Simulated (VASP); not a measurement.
Crystal: Be3TeSe2.

```
Be Te Se
1.0
     4.57588    0.00000    0.00000
    -2.28794    3.96283    0.00000
     0.00000    0.00000    7.03261
Be Te Se
3 1 2
Direct
  0.50000 0.00000 0.32970
  0.00000 0.50000 0.32970
  0.50000 0.50000 0.32970
  0.00000 0.00000 0.12330
  0.33333 0.66667 0.14837
  0.66667 0.33333 0.14837
```

The cell was generated, and may not be a known phase.

```yaml
Program: VASP 6.6.1
Task: relaxation of cell and atoms
Functional: PBE
Potentials_or_basis: VASP PAW PBE potentials, release 64 (Be, Te, Se)
Cutoff: 600 eV
k_mesh: 3 × 3 × 2
Occupations: gaussian, width 0.15 eV
Spin: no spin polarisation
```

At the start: pressure 50.5 GPa; volume 21.25 Å³/atom.

Q: How do energy, volume and symmetry change on relaxing?

A: Over 32 steps the energy falls by 2365.3 meV/atom and the volume is 27.21 Å³/atom (+28.0 %); space group P6mm (No. 183, to 0.1 Å) before and after.

Step by step:
| step | energy change (eV) | largest force (eV/Å) | pressure (GPa) | volume (Å³) |
| --- | --- | --- | --- | --- |
| 1 | 0.0000 | 10.8143 | 50.50 | 127.53 |
| 2 | -3.4384 | 1.5729 | -6.79 | 294.05 |
| 3 | -9.1024 | 1.2507 | -1.33 | 188.03 |
| 4 | -9.1615 | 1.2591 | -0.47 | 184.53 |
| 5 | -9.1996 | 1.2884 | 0.98 | 179.37 |
| 6 | -9.7446 | 1.4580 | -0.51 | 185.08 |
| 7 | -10.0444 | 1.3696 | -0.92 | 190.22 |
| 8 | -10.8037 | 1.9488 | -0.49 | 198.79 |
| 9 | -12.7013 | 1.1798 | -1.53 | 207.84 |
| 10 | -12.7303 | 1.0116 | -1.86 | 208.08 |
| 11 | -12.7838 | 1.0017 | 2.93 | 188.45 |
| 12 | -12.8878 | 0.8296 | 0.49 | 197.14 |
| 13 | -12.9972 | 0.7320 | 0.08 | 199.12 |
| 14 | -13.2202 | 0.3856 | -1.12 | 205.14 |
| 15 | -13.1445 | 0.3033 | -3.13 | 217.49 |
| 16 | -13.2745 | 0.1932 | -2.00 | 209.96 |
| 17 | -13.3085 | 0.2422 | -1.86 | 209.09 |
| 18 | -13.3965 | 0.3965 | -1.44 | 206.46 |
| 19 | -13.5096 | 0.7470 | -0.57 | 201.14 |
| 20 | -13.4563 | 1.6466 | 1.26 | 190.31 |
| 21 | -13.5358 | 1.0236 | 0.02 | 197.49 |
| 22 | -13.6318 | 0.9238 | -0.25 | 196.21 |
| 23 | -13.8697 | 0.3958 | -1.43 | 192.17 |
| 24 | -13.6594 | 1.7176 | -4.78 | 183.32 |
| 25 | -13.9239 | 0.4722 | -2.36 | 190.02 |
| 26 | -14.0590 | 0.4842 | -1.80 | 180.31 |
| 27 | -14.1200 | 0.5120 | -1.25 | 171.48 |
| 28 | -14.1243 | 0.5253 | -1.07 | 168.73 |
| 29 | -14.1483 | 0.4305 | -0.15 | 166.83 |
| 30 | -14.1494 | 0.4067 | 0.10 | 166.33 |
| 31 | -14.1702 | 0.2886 | 0.05 | 165.57 |
| 32 | -14.1921 | 0.0382 | -0.08 | 163.28 |

Final structure:
```
Be Te Se
1.0
     5.74737    0.00000    0.00000
    -2.87369    4.97737    0.00000
     0.00000    0.00000    5.70767
Be Te Se
3 1 2
Direct
  0.50000 0.00000 0.27400
  0.00000 0.50000 0.27400
  0.50000 0.50000 0.27400
  0.00000 0.00000 0.48340
  0.33333 0.66667 0.05188
  0.66667 0.33333 0.05188
```

Caveat: the k points lie up to 0.55 Å⁻¹ apart in the final cell; the volume moved by over 15 % at a fixed basis, so the end points are rough; this functional lacks dispersion, which binds layers or chains, so the pressure and a relaxed spacing across them are unreliable; the relaxation stopped at a loose force limit of 0.08 eV/Å, so its end isn't a converged minimum.
